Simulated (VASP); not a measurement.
# Li2TaO3 (Fmmm) in VASP: single point with PBE

Aim: the single point of Li2TaO3 with PBE.

Everything below comes from runs of VASP 6.6.1. Logs are shortened: lines on timing, memory, paths and dates and some standing lists are left out, and cuts for length are marked.

## (1) The cell of the first run

The structure is orthorhombic, space group Fmmm (No. 69). The conventional cell has a = 4.208 Å, b = 4.421 Å, c = 13.267 Å, α = 90.00°, β = 90.00°, γ = 90.00°. Within 2.8 Å of Li (site symmetry mm2) lie 6 O at 2.10 to 2.27 Å. Ta (site symmetry mmm) has 6 O at 2.10 to 2.21 Å within 2.8 Å. O (site symmetry mmm) has 4 Ta at 2.10 to 2.21 Å and 2 Li at 2.20 Å within 2.8 Å. Within 2.8 Å of O (site symmetry mm2) lie 5 Li at 2.10 to 2.27 Å and 1 Ta at 2.16 Å.

The cell was generated, and may not be a known phase.

## (2) Single point, PBE, collinear spin

File INCAR:

```
PREC = Accurate
ENCUT = 520
EDIFF = 1E-6
ISMEAR = 0
SIGMA = 0.1
LREAL = False
LASPH = True
NELM = 150
ALGO = Normal
ISIF = 2
LWAVE = False
LCHARG = False
ISPIN = 2
MAGMOM = 0 0 1 0 0 0
LORBIT = 11
LMAXMIX = 4
GGA = PE
NBANDS = 30
```

File KPOINTS:

```
Automatic mesh
0
Gamma
  6 6 6
```

File POSCAR:

```
Li2TaO3
1.0
    0.0000000000      2.2104641700      6.6334665800
    2.1040988600      0.0000000000      6.6334665800
    2.1040988600      2.2104641700      0.0000000000
Li Ta O
2 1 3
Direct
    0.3342075000      0.3342075000      0.6657925000
    0.6657925000      0.6657925000      0.3342075000
    0.0000000000      0.0000000000      0.0000000000
    0.5000000000      0.5000000000      0.5000000000
    0.8371157300      0.8371157300      0.1628842700
    0.1628842700      0.1628842700      0.8371157300
```

Potentials or basis: VASP PAW PBE potentials, release 64 (Li_sv, Ta_pv, O).

Run with:

```
$ cat potpaw_PBE.64/Li_sv/POTCAR potpaw_PBE.64/Ta_pv/POTCAR potpaw_PBE.64/O/POTCAR > POTCAR
$ mpirun -np 1 vasp_std > vasp.out
```

OUTCAR:

```text
PREC = Accurate
   ENCUT = 520
   EDIFF = 1E-6
   ISMEAR = 0
   LREAL = False
   LASPH = True
   NELM = 150
   ISIF = 2
   ISPIN = 2
   LORBIT = 11
   GGA = PE

 ion  position               nearest neighbor table
   1  0.334  0.334  0.666-   5 2.10   5 2.10   4 2.20   5 2.21   5 2.21   6 2.27   3 3.04   3 3.04

   2  0.666  0.666  0.334-   6 2.10   6 2.10   4 2.20   6 2.21   6 2.21   5 2.27   3 3.04   3 3.04

   3  0.000  0.000  0.000-   4 2.10   4 2.10   5 2.16   6 2.16   4 2.21   4 2.21   2 3.04   1 3.04
                             1 3.04   2 3.04
   4  0.500  0.500  0.500-   3 2.10   3 2.10   1 2.20   2 2.20   3 2.21   3 2.21
   5  0.837  0.837  0.163-   1 2.10   1 2.10   3 2.16   1 2.21   1 2.21   2 2.27
   6  0.163  0.163  0.837-   2 2.10   2 2.10   3 2.16   2 2.21   2 2.21   1 2.27

  LATTYP: Found a face centered orthorhombic cell.
 ALAT       =     4.2081977200
 B/A-ratio  =     1.0505514793
 C/A-ratio  =     3.1526401663

  Lattice vectors:

 A1 = (   0.0000000000,   2.2104641700,   6.6334665800)
 A2 = (   2.1040988600,   0.0000000000,   6.6334665800)
 A3 = (   2.1040988600,   2.2104641700,   0.0000000000)

Analysis of symmetry for initial positions (statically):
=====================================================================
 Subroutine PRICEL returns:
 Original cell was already a primitive cell.

 Routine SETGRP: Setting up the symmetry group for a
 face centered orthorhombic supercell.

 Subroutine GETGRP returns: Found  8 space group operations
 (whereof  8 operations were pure point group operations)
 out of a pool of  8 trial point group operations.

The static configuration has the point symmetry D_2h.

Analysis of symmetry for dynamics (positions and initial velocities):
=====================================================================
 Subroutine PRICEL returns:
 Original cell was already a primitive cell.

 Routine SETGRP: Setting up the symmetry group for a
 face centered orthorhombic supercell.

 Subroutine GETGRP returns: Found  8 space group operations
 (whereof  8 operations were pure point group operations)
 out of a pool of  8 trial point group operations.

The dynamic configuration has the point symmetry D_2h.

Analysis of structural, dynamic, and magnetic symmetry:
=====================================================================
 Subroutine PRICEL returns:
 Original cell was already a primitive cell.

 Routine SETGRP: Setting up the symmetry group for a
 face centered orthorhombic supercell.

 Subroutine GETGRP returns: Found  8 space group operations
 (whereof  8 operations were pure point group operations)
 out of a pool of  8 trial point group operations.

The overall configuration has the point symmetry D_2h.

 Subroutine INISYM returns: Found  8 space group operations
 (whereof  8 operations are pure point group operations),
 and found     1 'primitive' translations

----------------------------------------------------------------------------------------

                                     Primitive cell

  volume of cell :      61.7050

  direct lattice vectors                    reciprocal lattice vectors
     0.000000000  2.210464170  6.633466580    -0.237631420  0.226196835  0.075375370
     2.104098860  0.000000000  6.633466580     0.237631420 -0.226196835  0.075375370
     2.104098860  2.210464170  0.000000000     0.237631420  0.226196835 -0.075375370

  length of vectors
     6.992069130  6.959174583  3.051783718     0.336623152  0.336623152  0.336623152

  position of ions in fractional coordinates (direct lattice)
     0.334207500  0.334207500  0.665792500
     0.665792500  0.665792500  0.334207500
     0.000000000  0.000000000  0.000000000
     0.500000000  0.500000000  0.500000000
     0.837115730  0.837115730  0.162884270
     0.162884270  0.162884270  0.837115730

  ion indices of the primitive-cell ions
   primitive index   ion index
                 1           1
                 2           2
                 3           3
                 4           4
                 5           5
                 6           6

----------------------------------------------------------------------------------------

 KPOINTS: Automatic mesh

Automatic generation of k-mesh.
 Grid dimensions read from file:
 generate k-points for:    6    6    6

 Generating k-lattice:

  Cartesian coordinates                     Fractional coordinates (reciprocal lattice)
    -0.039605237  0.037699473  0.012562562     0.166666667  0.000000000  0.000000000
     0.039605237 -0.037699473  0.012562562     0.000000000  0.166666667  0.000000000
     0.039605237  0.037699473 -0.012562562    -0.000000000 -0.000000000  0.166666667

  Length of vectors
     0.056103859  0.056103859  0.056103859

  Shift w.r.t. Gamma in fractional coordinates (k-lattice)
     0.000000000  0.000000000  0.000000000

 Subroutine IBZKPT returns following result:
 ===========================================

 Found     46 irreducible k-points:

 Following reciprocal coordinates:
            Coordinates               Weight
  0.000000  0.000000  0.000000      1.000000
  0.166667  0.000000  0.000000      8.000000
  0.333333 -0.000000  0.000000      8.000000
  0.500000  0.000000  0.000000      4.000000
  0.166667  0.166667  0.000000      2.000000
  0.333333  0.166667  0.000000      8.000000
[... 16 lines left out ...]
 -0.166667  0.166667  0.166667      8.000000
  0.500000  0.333333  0.166667      4.000000
 [... further k-points ...]
   k-points           NKPTS =     46   k-points in BZ     NKDIM =     46   number of bands    NBANDS=     30
   number of dos      NEDOS =    301   number of ions     NIONS =      6
   total plane-waves  NPLWV =  69984
   dimension x,y,z NGX =    54 NGY =   54 NGZ =   24
   dimension x,y,z NGXF=   108 NGYF=  108 NGZF=   48
   ions per type =               2   1   3
   NGX,Y,Z   is equivalent  to a cutoff of  12.84, 12.90, 13.07 a.u.
   NGXF,Y,Z  is equivalent  to a cutoff of  25.68, 25.80, 26.15 a.u.
 SYSTEM =  unknown system
   PREC   = accura    normal or accurate (medium, high low for compatibility)
   ISTART =      0    job   : 0-new  1-cont  2-samecut
   ICHARG =      2    charge: 1-file 2-atom 10-const
   ISPIN  =      2    spin polarized calculation?
   LNONCOLLINEAR =      F non collinear calculations
   LSORBIT =      F    spin-orbit coupling
   LASPH  =      T    aspherical Exc in radial PAW
   ENCUT  =  520.0 eV  38.22 Ry    6.18 a.u.  13.00 12.94  5.67*2*pi/ulx,y,z
   NELM   =    150;   NELMIN=  2; NELMDL= -5     # of ELM steps
   EDIFF  = 0.1E-05   stopping-criterion for ELM
   LREAL  =      F    real-space projection
   EDIFFG = 0.1E-04   stopping-criterion for IOM
   NSW    =      0    number of steps for IOM
   IBRION =     -1    ionic relax: 0-MD 1-quasi-New 2-CG
   NFREE  =      0    steps in history (QN), initial steepest desc. (CG)
   ISIF   =      2    stress and relaxation
   ISYM   =      2    0-nonsym 1-usesym 2-fastsym
   POTIM  = 0.5000    time-step for ionic-motion
   TEBEG  =    0.0;   TEEND  =   0.0 temperature during run
   PSTRESS=    0.0 pullay stress
   NELECT =      35.0000    total number of electrons
   NUPDOWN=      -1.0000    fix difference up-down
   EMIN   =  10.00;   EMAX   =-10.00  energy-range for DOS
   EFERMI =   0.00;   METHOD = LEGACY
   ISMEAR =     0;   SIGMA  =   0.10  broadening in eV -4-tet -1-fermi 0-gaus
   EFERMI_NEDOS =   21; number of points for ismear=-14 and -15
   IALGO  =     38    algorithm
   IMIX   =      4    mixing-type and parameters
     AMIX     =   0.40;   BMIX     =  1.00
     AMIX_MAG =   1.60;   BMIX_MAG =  1.00
  volume/ion in A,a.u.               =      10.28        69.40
  Fermi-wavevector in a.u.,A,eV,Ry     =   1.355161  2.560882 24.986562  1.836460
  Thomas-Fermi vector in A             =   2.482272
   LORBIT       =     11    0 simple, 1 ext, 2 COOP (PROOUT), +10 PAW based schemes
   GGA     = PE    functional components
   LHFCALC =     F    Hartree Fock is set to
   AEXX    =    0.0000 exact exchange contribution
   IVDW    =     0    specifies the selected vdW correction
   LEPSILON=     F    determine dielectric tensor
   LRPA    =     F    only Hartree local field effects (RPA)
 spin polarized calculation
 Gauss-broadening in eV      SIGMA  =   0.10
  energy-cutoff  :      520.00
  volume of cell :       61.70
 maximum number of plane-waves:      1684
 NGX is ok and might be reduce to    54
   NGX = 25   NGY = 25   NGZ = 11

 number of electron      34.9999997 magnetization      -0.0145106

 number of electron      34.9999997 magnetization       0.0009719

 Free energy of the ion-electron system (eV)
  ---------------------------------------------------
  ext. energy  EPLUGINS =         0.00000000
  ---------------------------------------------------
  free energy    TOTEN  =       -42.66257748 eV

  energy without entropy =      -42.65326880  energy(sigma->0) =      -42.65792314

 E-fermi :   4.3006     XC(G=0): -10.7433

 val. band max:        4.2588492179   @ k =   0.5000   0.1667   0.1667
 cond. band min:       4.3148470331   @ k =  -0.1667   0.3333   0.5000
 fundamental gap:      0.0559978152
 Fermi energy:         4.3006444285

 spin component 1

 k-point     1 :       0.0000    0.0000    0.0000
  band No.  band energies     occupation
      1     -40.4490      1.00000
      2     -40.4376      1.00000
      3     -32.2137      1.00000
      4     -32.1913      1.00000
      5     -32.1724      1.00000
      6     -17.8543      1.00000
[... 21 lines left out ...]
     28      15.9158      0.00000
     29      17.8811      0.00000

 k-point     2 :       0.1667    0.0000    0.0000
  band No.  band energies     occupation
      1     -40.4462      1.00000
      2     -40.4363      1.00000
      3     -32.3506      1.00000
      4     -32.1852      1.00000
      5     -32.1605      1.00000
      6     -17.5496      1.00000
[... 696 lines left out ...]
 k-point    24 :       0.5000    0.3333    0.1667
  band No.  band energies     occupation
      1     -40.4438      1.00000
      2     -40.4348      1.00000
      3     -32.3305      1.00000
      4     -32.3126      1.00000
      5     -32.1494      1.00000
      6     -17.4567      1.00000
[... 21 lines left out ...]
     28      15.9169      0.00000
     29      16.5910      0.00000

 [... further k-points ...]

 spin component 2

 k-point     1 :       0.0000    0.0000    0.0000
  band No.  band energies     occupation
      1     -40.4490      1.00000
      2     -40.4376      1.00000
      3     -32.2132      1.00000
      4     -32.1908      1.00000
      5     -32.1721      1.00000
      6     -17.8541      1.00000
[... 21 lines left out ...]
     28      15.9162      0.00000
     29      17.8811      0.00000

 k-point     2 :       0.1667    0.0000    0.0000
  band No.  band energies     occupation
      1     -40.4462      1.00000
      2     -40.4363      1.00000
      3     -32.3501      1.00000
      4     -32.1847      1.00000
      5     -32.1603      1.00000
      6     -17.5494      1.00000
[... 696 lines left out ...]
 k-point    24 :       0.5000    0.3333    0.1667
  band No.  band energies     occupation
      1     -40.4438      1.00000
      2     -40.4348      1.00000
      3     -32.3300      1.00000
      4     -32.3121      1.00000
      5     -32.1491      1.00000
      6     -17.4566      1.00000
[... 21 lines left out ...]
     28      15.9174      0.00000
     29      16.5913      0.00000

 [... further k-points ...]

 [bands above 29 left out]

------------------------ aborting loop because EDIFF is reached ----------------------------------------

  FORCE on cell =-STRESS in cart. coord.  units (eV):
  Direction    XX          YY          ZZ          XY          YZ          ZX
  --------------------------------------------------------------------------------------
  -------------------------------------------------------------------------------------
  Total        1.6164352     -1.5169327    -15.7120777     -0.0000000      0.0000000      0.0000000
  in kB       41.9709425    -39.3873475   -407.9660653     -0.0000000      0.0000000      0.0000000
  external PRESSURE =    -135.1274901 kB  Pullay stress =       0.0000000 kB

 VOLUME and BASIS-vectors are now :
 -----------------------------------------------------------------------------
  energy-cutoff  :      520.00
  volume of cell :       61.70
      direct lattice vectors                 reciprocal lattice vectors
     0.000000000  2.210464170  6.633466580    -0.237631420  0.226196835  0.075375370
     2.104098860  0.000000000  6.633466580     0.237631420 -0.226196835  0.075375370
     2.104098860  2.210464170  0.000000000     0.237631420  0.226196835 -0.075375370

 POSITION                                       TOTAL-FORCE (eV/Angst)
 -----------------------------------------------------------------------------------
      2.10410      2.21046      4.43391         0.000000      0.000000     -1.264970
      2.10410      2.21046      8.83302         0.000000      0.000000      1.264970
      0.00000      0.00000      0.00000         0.000000      0.000000      0.000000
      2.10410      2.21046      6.63347         0.000000     -0.000000      0.000000
      2.10410      2.21046     11.10596         0.000000      0.000000      4.250173
      2.10410      2.21046      2.16097         0.000000      0.000000     -4.250173
 -----------------------------------------------------------------------------------
    total drift:                                0.000000      0.000000      0.000000

  FREE ENERGIE OF THE ION-ELECTRON SYSTEM (eV)
  ---------------------------------------------------
  free  energy   TOTEN  =       -42.6625774762 eV

  energy  without entropy=      -42.6532688004  energy(sigma->0) =      -42.65792314

 total charge

# of ion       s       p       d       tot
------------------------------------------
    1        2.014   0.047   0.000   2.061
    2        2.014   0.047   0.000   2.061
    3        0.270   6.204   2.196   8.671
    4        1.549   3.523   0.000   5.072
    5        1.563   3.370   0.000   4.933
    6        1.563   3.370   0.000   4.933
--------------------------------------------------
tot          8.974  16.560   2.196  27.731

 magnetization (x)

# of ion       s       p       d       tot
------------------------------------------
    1       -0.000   0.000   0.000   0.000
    2       -0.000   0.000   0.000   0.000
    3        0.000   0.000   0.001   0.001
    4        0.000   0.000   0.000   0.000
    5       -0.000  -0.000   0.000  -0.000
    6       -0.000  -0.000   0.000  -0.000
--------------------------------------------------
tot          0.000   0.000   0.001   0.001
```

Wall time 9.1 min (1 thread of Intel Xeon 8259CL, shared host); peak memory 0.38 GiB.

Results:

```
Free energy                                           : -42.6626 eV
Largest force                                         : 4.250 eV/Å
Net moment                                            : 0.00 μB per cell
Valence electrons inside the program's atomic spheres : Li 2.06; Ta 8.67; O 5.07, 4.93 (each value once)
```

Forces in eV/Å, atoms in the order of the input:
```
Li   0.000  0.000 -1.265
Li   0.000  0.000  1.265
Ta   0.000  0.000  0.000
O    0.000  0.000  0.000
O    0.000  0.000  4.250
O    0.000  0.000 -4.250
```

Caveat: the cutoff is under 1.25 times the usual one of these potentials, so pressure, stress and relaxed cells hold a basis-set (Pulay) error; spin-orbit coupling is left out, which moves the levels of the heavy elements; forces of over 1 eV/Å act on the atoms, so gaps and moduli don't describe the material at rest.
